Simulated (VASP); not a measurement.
Ta2W:

```xyz
3
Lattice="2.8833 0.0000 0.0000 -1.4416 2.4970 0.0000 0.0000 0.0000 7.0625" Properties=species:S:1:pos:R:3 pbc="T T T"
Ta    1.4416    0.8323    5.8854
Ta    0.0000    1.6646    1.1771
W     0.0000    0.0000    3.5312
```

* Program: VASP 6.6.1
* Task: relaxation of cell and atoms
* Functional: PBE
* Potentials or basis: VASP PAW PBE potentials, release 64 (Ta_pv, W_sv)
* Cutoff: 600 eV
* k mesh: 6 × 6 × 4
* Occupations: gaussian, width 0.1 eV
* Spin: no spin polarisation

At the start: pressure 14.3 GPa; volume 16.95 Å³/atom.

Q: How do energy, volume and symmetry change on relaxing?

A: Over 9 steps the energy falls by 45.5 meV/atom and the volume is 17.96 Å³/atom (+6.0 %); space group P-3m1 (No. 164, to 0.1 Å) before and after.

The path:
| step | energy change (eV) | largest force (eV/Å) | pressure (GPa) | volume (Å³) |
| --- | --- | --- | --- | --- |
| 1 | 0.0000 | 0.4149 | 14.29 | 50.85 |
| 2 | 0.6581 | 0.0643 | -24.94 | 62.80 |
| 3 | -0.1328 | 0.2451 | -0.81 | 54.07 |
| 4 | -0.1332 | 0.2508 | -0.20 | 53.92 |
| 5 | -0.1332 | 0.2532 | 0.07 | 53.85 |
| 6 | -0.1363 | 0.0523 | 0.23 | 53.82 |
| 7 | -0.1364 | 0.0033 | 0.28 | 53.81 |
| 8 | -0.1362 | 0.0052 | -0.61 | 54.03 |
| 9 | -0.1365 | 0.0009 | -0.02 | 53.88 |

Final structure:
```xyz
3
Lattice="2.9396 0.0000 0.0000 -1.4698 2.5458 0.0000 0.0000 0.0000 7.1995" Properties=species:S:1:pos:R:3 pbc="T T T"
Ta    1.4698    0.8486    5.9802
Ta    0.0000    1.6972    1.2193
W     0.0000    0.0000    3.5997
```

Caveat: the k points lie up to 0.41 Å⁻¹ apart in the final cell, too coarse for converged energies and pressures of a metal.
